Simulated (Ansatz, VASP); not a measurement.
## One calculation of Pb, two programs

```
Pb
1.0
     0.00000    2.00034    2.00034
     2.00034    0.00000    2.00034
     2.00034    2.00034    0.00000
Pb
1
Direct
  0.00000 0.00000 0.00000
```

Change from the starting cell: volume scaled by 0.5, LAPW.

Alike in both runs: task single point; functional PBE; k mesh 14 × 14 × 14; occupations fermi-dirac, width 0.05 eV; no spin polarisation.

```csv
,VASP,Ansatz
version,VASP 6.6.1,Ansatz 0.2.0
potentials or method,"VASP PAW PBE potentials, release 64 (Pb_d), cutoff 500 eV","all-electron LAPW, scalar-relativistic"
```

```tsv
	VASP	Ansatz	Ansatz less VASP
pressure (GPa)	149.8	149.9	+0.05
```

Both programs put the cell under a high pressure, so it lies far from rest at this level. Ansatz ran all-electron here, and VASP with PAW potentials.

Neither program's run includes spin-orbit coupling. Noted on VASP's run: the cell as given lies far from equilibrium.
